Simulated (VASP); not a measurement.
Input of a VASP 6.6.1 run:

File POSCAR:

```
Cu
1.0
   -1.5149329860      1.5149329860      1.4104834862
    1.5149329860     -1.5149329860      1.4104834862
    1.5149329860      1.5149329860     -1.4104834862
Cu
1
Direct
    0.0000000000      0.0000000000      0.0000000000
```

File INCAR.step1:

```
ALGO     = Normal         # electronic algorithm
EDIFF    = 1E-4           # SCF threshold, eV
ENCUT    = 520            # plane-wave cutoff, eV
GGA      = PE             # functional
ISMEAR   = 0              # smearing method
LASPH    = T              # aspherical terms in the spheres
LCHARG   = F              # write CHGCAR
LREAL    = F              # projectors in reciprocal space
LWAVE    = T              # write WAVECAR
NBANDS   = 12             # bands
NELM     = 60             # most SCF steps
PREC     = Accurate       # precision mode
SIGMA    = 0.15           # smearing width, eV
```

INCAR.step2

```
ALGO     = Normal         # electronic algorithm
EDIFF    = 1E-7           # SCF threshold, eV
ENCUT    = 520            # plane-wave cutoff, eV
ISIF     = 2              # what is computed and relaxed
ISMEAR   = 0              # smearing method
ISTART   = 1            
LASPH    = T              # aspherical terms in the spheres
LCHARG   = F              # write CHGCAR
LMIXTAU  = T            
LREAL    = F              # projectors in reciprocal space
LWAVE    = F              # write WAVECAR
METAGGA  = R2SCAN         # meta-GGA
NBANDS   = 12             # bands
NELM     = 60             # most SCF steps
PREC     = Accurate       # precision mode
SIGMA    = 0.15           # smearing width, eV
```

KPOINTS

```
k-points
0
Gamma
  24 24 24
```

Potentials or basis: VASP PAW PBE potentials, release 64 (Cu).

Launch:

```console
$ cat potpaw_PBE.64/Cu/POTCAR > POTCAR
$ cp INCAR.step1 INCAR
$ mpirun -np 1 vasp_std > vasp.out
$ cp INCAR.step2 INCAR
$ mpirun -np 1 vasp_std > vasp.out
```

What does it give for the pressure?

-13.7 GPa.

Estimate the band gap on the k mesh.

zero (an odd number of electrons rules out a gap without spin polarisation).

Stress tensor (GPa, compression positive):
```
-13.57   0.00   0.00
  0.00 -13.57   0.00
  0.00   0.00 -13.83
```

Caveat: the cell differs from its parent crystal (strain +0.050 along x and y, +0.025 along z); the cell stands under tension; the PAW data sets were made with another functional, which shifts forces and pressure a little.
